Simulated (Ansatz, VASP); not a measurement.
## InAs in VASP and in Ansatz

File INCAR:

```
SYSTEM = InAs
  ALGO = Normal
  EDIFF = 1E-8
  ENCUT = 520
  ISIF = 2
  ISMEAR = -1
  LASPH = .True.
  LCHARG = .False.
  LEFG = .True.
  LREAL = .False.
  LWAVE = .False.
  NBANDS = 16
  NELM = 80
  PREC = Accurate
  SIGMA = 0.08
```

Contents of KPOINTS:

```
k-points
0
Gamma
  10 10 10
  0 0 0
```

The input POSCAR:

```
InAs
1.0
    0.0000000000      3.0240000000      3.0240000000
    3.0240000000      0.0000000000      3.0240000000
    3.0240000000      3.0240000000      0.0000000000
In As
1 1
Direct
    0.0000000000      0.0000000000      0.0000000000
    0.7500000000      0.7500000000      0.7500000000
```

Input for Ansatz:

```yaml
crystal:
  lattice:
    - [0.0, 3.024, 3.024]
    - [3.024, 0.0, 3.024]
    - [3.024, 3.024, 0.0]
  atoms:
    - { symbol: In, position: [0.0, 0.0, 0.0] }
    - { symbol: As, position: [0.75, 0.75, 0.75] }
kpoints:
  mp_grid: { grid: [10, 10, 10] }
  band_path:
    path:
      - [0.0, 0.0, 0.0]
      - [-0.5, -0.5, 0.0]
      - [-0.375, -0.375, 0.25]
      - [-0.375, 0.0, 0.375]
      - [0.0, 0.0, 0.0]
      - [0.0, 0.0, 0.5]
      - [-0.5, -0.25, 0.25]
      - [-0.5, -0.5, 0.0]
    npoints: 5
scf:
  occupations: { method: fermi_dirac, width: 0.08 }
hamiltonian:
  xc: lda
  pseudopotentials: { kind: paw }
output:
  forces: true
  stress: true
  eigenvalues: true
  efg: { contact_densities: true }
  write_density: true
  write_potential: true
  elf: true
  volumetric_format: npy
```

Alike in both runs: task electric field gradients; functional LDA; k mesh 10 × 10 × 10; occupations fermi-dirac, width 0.08 eV; no spin polarisation.

```csv
,VASP,Ansatz
version,VASP 6.6.1,Ansatz 0.2.0
potentials or method,"VASP PAW LDA potentials, release 64 (In_d, As)","PAW with Ansatz's default frozen-core files, scalar-relativistic"
plane-wave cutoff (eV),520,420
valence electrons in the cell,18,28
```

Ansatz gave:

* pressure (GPa): -0.6

Task: What did VASP give for the same quantities?

Result: Pressure (GPa): -0.5.

LDA's correlation is that of Perdew and Zunger in VASP and of Perdew and Wang (1992) in Ansatz. VASP's potentials hold 18 valence electrons a cell and Ansatz's 28, so a difference there can come from the potentials and not from the codes.
